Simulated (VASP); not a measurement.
# Si2W (C2/m) in VASP: single point with PBEsol

Aim: the single point of Si2W with PBEsol.

Everything below comes from runs of VASP 6.6.1. Logs are shortened: lines on timing, memory, paths and dates and some standing lists are left out, and cuts for length are marked.

### 1 The cell of the first run

Symmetry: C2/m, No. 12, monoclinic system. The conventional cell has a = 4.529 Å, b = 4.529 Å, c = 15.636 Å, α = 90.00°, β = 91.38°, γ = 90.00°. Si (site symmetry m) has 9 Si at 2.59 to 3.20 Å and 5 W at 2.61 Å within 3.4 Å. Si (site symmetry m) has 5 Si at 2.30 to 2.95 Å and 5 W at 2.61 to 2.64 Å within 3.0 Å. Within 3.4 Å of Si (site symmetry m) lie 9 Si at 2.59 to 3.20 Å and 5 W at 2.61 Å. Si (site symmetry m) has 9 Si at 2.59 to 3.20 Å and 5 W at 2.61 Å within 3.4 Å. Within 3.4 Å of W (site symmetry m) lie 10 Si at 2.61 to 2.64 Å and 4 W at 3.20 Å. W (site symmetry m) has 10 Si at 2.61 Å and 4 W at 3.20 Å within 3.4 Å.

### 2 Single point, PBEsol (the part above a cut slid along it)

The input, INCAR:

```
ALGO     = Fast           # electronic algorithm
EDIFF    = 1E-6           # SCF threshold, eV
ENCUT    = 520            # plane-wave cutoff, eV
GGA      = PS             # functional
ISIF     = 2              # what is computed and relaxed
ISMEAR   = 0              # smearing method
KPAR     = 4            
LASPH    = T              # aspherical terms in the spheres
LCHARG   = F              # write CHGCAR
LREAL    = F              # projectors in reciprocal space
LWAVE    = F              # write WAVECAR
NBANDS   = 56             # bands
NELM     = 60             # most SCF steps
PREC     = Accurate       # precision mode
SIGMA    = 0.15           # smearing width, eV
```

The input, KPOINTS:

```
k-points
0
Gamma
  15 15 3
```

The input, POSCAR:

```
Si2W
1.0
   -3.2024995638      0.0000000000      0.0000000000
    0.0000000000     -3.2024995638      0.0000000000
   -0.2667682137      0.2667682137     15.6314650473
Si W
8 4
Direct
    0.4756556190      0.5243443810      0.2922494723
    0.9964806190      1.0035193810      0.0422494723
    0.4340056190      0.5659943810      0.7922494723
    0.9548306190      1.0451693810      0.5422494723
    0.4618693810      0.5381306190      0.4577505277
    0.9826943810      1.0173056190      0.2077505277
    0.4202193810      0.5797806190      0.9577505277
    0.9410443810      1.0589556190      0.7077505277
   -0.0728875000      1.0728875000      0.8750000000
    0.4479375000      0.5520625000      0.6250000000
   -0.0312375000      0.0312375000      0.3750000000
    0.4895875000      0.5104125000      0.1250000000
```

Potentials or basis: VASP PAW PBE potentials, release 64 (Si, W_sv).

Run with:

```sh
> cat potpaw_PBE.64/Si/POTCAR potpaw_PBE.64/W_sv/POTCAR > POTCAR
> mpirun -np 4 vasp_std > vasp.out
```

OUTCAR:

```text
EDIFF = 1E-6
   ENCUT = 520
   GGA = PS
   ISIF = 2
   ISMEAR = 0
   LASPH = T
   LREAL = F
   NELM = 60
   PREC = Accurate

 ion  position               nearest neighbor table
   1  0.476  0.524  0.292-   5 2.59  11 2.61  11 2.61  11 2.61  11 2.61  12 2.61   6 2.62   6 2.62
                             6 2.62   6 2.62
   2  0.996  0.004  0.042-   7 2.30   6 2.59  12 2.61  12 2.61  12 2.61  12 2.61   9 2.64   7 2.65
                             7 2.65   7 2.95
   3  0.434  0.566  0.792-   7 2.59   9 2.61   9 2.61   9 2.61   9 2.61  10 2.61   8 2.62   8 2.62
                             8 2.62   8 2.62
   4  0.955  0.045  0.542-   8 2.59  10 2.61  10 2.61  10 2.61  10 2.61  11 2.61   5 2.62   5 2.62
                             5 2.62   5 2.62
   5  0.462  0.538  0.458-   1 2.59  11 2.61  11 2.61  11 2.61  11 2.61  10 2.61   4 2.62   4 2.62
                             4 2.62   4 2.62
   6  0.983  0.017  0.208-   2 2.59  12 2.61  12 2.61  12 2.61  12 2.61  11 2.61   1 2.62   1 2.62
                             1 2.62   1 2.62
   7  0.420  0.580  0.958-   2 2.30   3 2.59   9 2.61   9 2.61   9 2.61   9 2.61  12 2.64   2 2.65
                             2 2.65   2 2.95
   8  0.941  0.059  0.708-   4 2.59  10 2.61  10 2.61  10 2.61  10 2.61   9 2.61   3 2.62   3 2.62
                             3 2.62   3 2.62
   9  0.927  0.073  0.875-   3 2.61   7 2.61   3 2.61   7 2.61   3 2.61   7 2.61   7 2.61   3 2.61
                             8 2.61   2 2.64
  10  0.448  0.552  0.625-   8 2.61   4 2.61   4 2.61   8 2.61   4 2.61   8 2.61   4 2.61   8 2.61
                             3 2.61   5 2.61
  11  0.969  0.031  0.375-   1 2.61   5 2.61   1 2.61   5 2.61   1 2.61   5 2.61   5 2.61   1 2.61
                             6 2.61   4 2.61
  12  0.490  0.510  0.125-   2 2.61   6 2.61   2 2.61   6 2.61   2 2.61   6 2.61   6 2.61   2 2.61
                             1 2.61   7 2.64

  LATTYP: Found a base centered monoclinic cell.
 ALAT       =     4.5290183166
 B/A-ratio  =     1.0000000000
 C/A-ratio  =     3.4524075607
 COS(beta)  =    -0.0241280899

  Lattice vectors:

 A1 = (   0.0000000000,  -3.2024995638,   0.0000000000)
 A2 = (   3.2024995638,   0.0000000000,   0.0000000000)
 A3 = (  -0.2667682137,   0.2667682137,  15.6314650473)

Analysis of symmetry for initial positions (statically):
=====================================================================
 Subroutine PRICEL returns:
 Original cell was already a primitive cell.

 Routine SETGRP: Setting up the symmetry group for a
 base centered monoclinic supercell.

 Subroutine GETGRP returns: Found  4 space group operations
 (whereof  2 operations were pure point group operations)
 out of a pool of  4 trial point group operations.

The static configuration has the point symmetry C_1h.
 The point group associated with its full space group is C_2h.

Analysis of symmetry for dynamics (positions and initial velocities):
=====================================================================
 Subroutine PRICEL returns:
 Original cell was already a primitive cell.

 Routine SETGRP: Setting up the symmetry group for a
 base centered monoclinic supercell.

 Subroutine GETGRP returns: Found  4 space group operations
 (whereof  2 operations were pure point group operations)
 out of a pool of  4 trial point group operations.

The dynamic configuration has the point symmetry C_1h.
 The point group associated with its full space group is C_2h.

 Subroutine INISYM returns: Found  4 space group operations
 (whereof  2 operations are pure point group operations),
 and found     1 'primitive' translations

----------------------------------------------------------------------------------------

                                     Primitive cell

  volume of cell :     160.3164

  direct lattice vectors                    reciprocal lattice vectors
    -3.202499564  0.000000000  0.000000000    -0.312256092  0.000000000 -0.005328995
     0.000000000 -3.202499564  0.000000000     0.000000000 -0.312256092  0.005328995
    -0.266768214  0.266768214 15.631465047     0.000000000  0.000000000  0.063973530

  length of vectors
     3.202499564  3.202499564 15.636017079     0.312301562  0.312301562  0.063973530

  position of ions in fractional coordinates (direct lattice)
     0.475655619  0.524344381  0.292249472
     0.996480619  0.003519381  0.042249472
     0.434005619  0.565994381  0.792249472
     0.954830619  0.045169381  0.542249472
     0.461869381  0.538130619  0.457750528
     0.982694381  0.017305619  0.207750528
     0.420219381  0.579780619  0.957750528
     0.941044381  0.058955619  0.707750528
     0.927112500  0.072887500  0.875000000
     0.447937500  0.552062500  0.625000000
     0.968762500  0.031237500  0.375000000
     0.489587500  0.510412500  0.125000000

  ion indices of the primitive-cell ions
   primitive index   ion index
                 1           1
                 2           2
                 3           3
                 4           4
                 5           5
                 6           6
                 7           7
                 8           8
                 9           9
                10          10
                11          11
                12          12

----------------------------------------------------------------------------------------

 KPOINTS: k-points

Automatic generation of k-mesh.
 Grid dimensions read from file:
 generate k-points for:   15   15    3

 Generating k-lattice:

  Cartesian coordinates                     Fractional coordinates (reciprocal lattice)
    -0.020817073  0.000000000 -0.000355266     0.066666667  0.000000000  0.000000000
     0.000000000 -0.020817073  0.000355266     0.000000000  0.066666667  0.000000000
     0.000000000  0.000000000  0.021324510     0.000000000  0.000000000  0.333333333

  Length of vectors
     0.020820104  0.020820104  0.021324510

  Shift w.r.t. Gamma in fractional coordinates (k-lattice)
     0.000000000  0.000000000  0.000000000

 Subroutine IBZKPT returns following result:
 ===========================================

 Found    184 irreducible k-points:

 Following reciprocal coordinates:
            Coordinates               Weight
  0.000000  0.000000  0.000000      1.000000
  0.066667  0.000000 -0.000000      4.000000
  0.133333  0.000000  0.000000      4.000000
  0.200000  0.000000  0.000000      4.000000
  0.266667  0.000000  0.000000      4.000000
  0.333333  0.000000  0.000000      4.000000
[... 16 lines left out ...]
  0.133333  0.133333  0.000000      2.000000
  0.200000  0.133333 -0.000000      4.000000
 [... further k-points ...]
   k-points           NKPTS =    184   k-points in BZ     NKDIM =    184   number of bands    NBANDS=     56
   number of dos      NEDOS =    301   number of ions     NIONS =     12
   total plane-waves  NPLWV =  69120
   dimension x,y,z NGX =    24 NGY =   24 NGZ =  120
   dimension x,y,z NGXF=    48 NGYF=   48 NGZF=  240
   ions per type =               8   4
   NGX,Y,Z   is equivalent  to a cutoff of  12.46, 12.46, 12.76 a.u.
   NGXF,Y,Z  is equivalent  to a cutoff of  24.92, 24.92, 25.52 a.u.
 SYSTEM =  unknown system
   PREC   = accura    normal or accurate (medium, high low for compatibility)
   ISTART =      0    job   : 0-new  1-cont  2-samecut
   ICHARG =      2    charge: 1-file 2-atom 10-const
   ISPIN  =      1    spin polarized calculation?
   LNONCOLLINEAR =      F non collinear calculations
   LSORBIT =      F    spin-orbit coupling
   LASPH  =      T    aspherical Exc in radial PAW
   ENCUT  =  520.0 eV  38.22 Ry    6.18 a.u.   5.95  5.95 29.07*2*pi/ulx,y,z
   NELM   =     60;   NELMIN=  2; NELMDL= -5     # of ELM steps
   EDIFF  = 0.1E-05   stopping-criterion for ELM
   LREAL  =      F    real-space projection
   EDIFFG = 0.1E-04   stopping-criterion for IOM
   NSW    =      0    number of steps for IOM
   IBRION =     -1    ionic relax: 0-MD 1-quasi-New 2-CG
   NFREE  =      0    steps in history (QN), initial steepest desc. (CG)
   ISIF   =      2    stress and relaxation
   ISYM   =      2    0-nonsym 1-usesym 2-fastsym
   POTIM  = 0.5000    time-step for ionic-motion
   TEBEG  =    0.0;   TEEND  =   0.0 temperature during run
   PSTRESS=    0.0 pullay stress
   NELECT =      88.0000    total number of electrons
   NUPDOWN=      -1.0000    fix difference up-down
   EMIN   =  10.00;   EMAX   =-10.00  energy-range for DOS
   EFERMI =   0.00;   METHOD = LEGACY
   ISMEAR =     0;   SIGMA  =   0.15  broadening in eV -4-tet -1-fermi 0-gaus
   EFERMI_NEDOS =   21; number of points for ismear=-14 and -15
   IALGO  =     68    algorithm
   IMIX   =      4    mixing-type and parameters
     AMIX     =   0.40;   BMIX     =  1.00
     AMIX_MAG =   1.60;   BMIX_MAG =  1.00
  volume/ion in A,a.u.               =      13.36        90.16
  Fermi-wavevector in a.u.,A,eV,Ry     =   1.340427  2.533039 24.446187  1.796744
  Thomas-Fermi vector in A             =   2.468741
   LORBIT       =      0    0 simple, 1 ext, 2 COOP (PROOUT), +10 PAW based schemes
   GGA     = PS    functional components
   LHFCALC =     F    Hartree Fock is set to
   AEXX    =    0.0000 exact exchange contribution
   IVDW    =     0    specifies the selected vdW correction
   LEPSILON=     F    determine dielectric tensor
   LRPA    =     F    only Hartree local field effects (RPA)
 non-spin polarized calculation
 RMM-DIIS sequential band-by-band and
 Gauss-broadening in eV      SIGMA  =   0.15
  energy-cutoff  :      520.00
  volume of cell :      160.32
 maximum number of plane-waves:      4365
   NGX = 11   NGY = 11   NGZ = 59

 number of electron      88.0000022 magnetization

 Free energy of the ion-electron system (eV)
  ---------------------------------------------------
  ext. energy  EPLUGINS =         0.00000000
  ---------------------------------------------------
  free energy    TOTEN  =      -106.13131849 eV

  energy without entropy =     -106.11758294  energy(sigma->0) =     -106.12445072

 E-fermi :  11.9796     XC(G=0): -12.6469

 val. band max:       11.9779883811   @ k =  -0.0667   0.0667   0.0000
 cond. band min:      11.9816960191   @ k =  -0.0667   0.0667   0.3333
 fundamental gap:      0.0037076380
 Fermi energy:        11.9796125614

 k-point     1 :       0.0000    0.0000    0.0000
  band No.  band energies     occupation
      1     -61.8128      2.00000
      2     -61.8128      2.00000
      3     -61.8026      2.00000
      4     -61.8026      2.00000
      5     -26.1245      2.00000
      6     -26.1183      2.00000
[... 48 lines left out ...]
     55      15.1471      0.00000
     56      15.4173      0.00000

 k-point     2 :       0.0667    0.0000   -0.0000
  band No.  band energies     occupation
      1     -61.8125      2.00000
      2     -61.8124      2.00000
      3     -61.8023      2.00000
      4     -61.8022      2.00000
      5     -26.1251      2.00000
      6     -26.1193      2.00000
[... 48 lines left out ...]
     55      15.1764      0.00000
     56      15.6059      0.00000
[... 1237 lines left out ...]
     55      15.6632      0.00000
     56      15.8749      0.00000

 k-point    24 :       0.2000    0.1333   -0.0000
  band No.  band energies     occupation
      1     -61.8088      2.00000
      2     -61.8087      2.00000
      3     -61.7986      2.00000
      4     -61.7985      2.00000
      5     -26.1496      2.00000
      6     -26.1474      2.00000
[... 48 lines left out ...]
     55      15.9500      0.00000
     56      16.2444      0.00000

 [... further k-points ...]

------------------------ aborting loop because EDIFF is reached ----------------------------------------

  FORCE on cell =-STRESS in cart. coord.  units (eV):
  Direction    XX          YY          ZZ          XY          YZ          ZX
  --------------------------------------------------------------------------------------
  -------------------------------------------------------------------------------------
  Total        1.0557015      1.0557015      1.2595620     -0.5588370     -3.5357012      3.5357013
  in kB       10.5505206     10.5505206     12.5878709     -5.5849321    -35.3352600     35.3352615
  external PRESSURE =      11.2296374 kB  Pullay stress =       0.0000000 kB

 VOLUME and BASIS-vectors are now :
 -----------------------------------------------------------------------------
  energy-cutoff  :      520.00
  volume of cell :      160.32
      direct lattice vectors                 reciprocal lattice vectors
    -3.202499564  0.000000000  0.000000000    -0.312256092  0.000000000 -0.005328995
     0.000000000 -3.202499564  0.000000000     0.000000000 -0.312256092  0.005328995
    -0.266768214  0.266768214 15.631465047     0.000000000  0.000000000  0.063973530

 POSITION                                       TOTAL-FORCE (eV/Angst)
 -----------------------------------------------------------------------------------
     -1.60125     -1.60125      4.56829        -0.012945      0.012945     -0.035862
     -3.20250      0.00000      0.66042         1.164282     -1.164282      0.673467
     -1.60125     -1.60125     12.38402         0.016719     -0.016719     -0.015242
     -3.20250      0.00000      8.47615         0.004832     -0.004832     -0.007258
     -1.60125     -1.60125      7.15531        -0.004832      0.004832      0.007258
     -3.20250     -0.00000      3.24745        -0.016719      0.016719      0.015242
     -1.60125     -1.60125     14.97104        -1.164282      1.164282     -0.673467
     -3.20250     -0.00000     11.06318         0.012945     -0.012945      0.035862
     -3.20250      0.00000     13.67753        -0.577246      0.577246     -0.036672
     -1.60125     -1.60125      9.76967         0.007171     -0.007171      0.000785
     -3.20250      0.00000      5.86180        -0.007171      0.007171     -0.000785
     -1.60125     -1.60125      1.95393         0.577246     -0.577246      0.036672
 -----------------------------------------------------------------------------------
    total drift:                               -0.000000      0.000000     -0.000000

  FREE ENERGIE OF THE ION-ELECTRON SYSTEM (eV)
  ---------------------------------------------------
  free  energy   TOTEN  =      -106.1313184858 eV

  energy  without entropy=     -106.1175829447  energy(sigma->0) =     -106.12445072
```

It took 16 min on 4 MPI ranks of Oxide Virtual Turin-like, shared host; peak memory 1.1 GiB.

What came out:

| Property | Result |
| --- | --- |
| Free energy | -106.1313 eV |
| Pressure | 1.1 GPa |
| Largest force | 1.779 eV/Å |
| Band gap on the k mesh | zero (bands 44 and 45 overlap by 1.14 eV) |

Forces in eV/Å, atoms in the order of the input:
```
Si  -0.013  0.013 -0.036
Si   1.164 -1.164  0.673
Si   0.017 -0.017 -0.015
Si   0.005 -0.005 -0.007
Si  -0.005  0.005  0.007
Si  -0.017  0.017  0.015
Si  -1.164  1.164 -0.673
Si   0.013 -0.013  0.036
W   -0.577  0.577 -0.037
W    0.007 -0.007  0.001
W   -0.007  0.007 -0.001
W    0.577 -0.577  0.037
```

Stress tensor (GPa, compression positive):
```
 1.06 -0.56  3.53
-0.56  1.06 -3.53
 3.53 -3.53  1.26
```

Levels at points of the mesh, in eV from the Fermi level:
```csv
k point,band 42,band 43,band 44,band 45,band 46,band 47
"(0.00, 0.00, 0.00)",-0.54,0.64,0.71,0.72,0.80,1.16
```

Caveat: the cell differs from its parent crystal (the part above a cut slid along it); the PAW data sets were made with another functional, which shifts forces and pressure a little; spin-orbit coupling is left out, which moves the levels of the heavy elements.
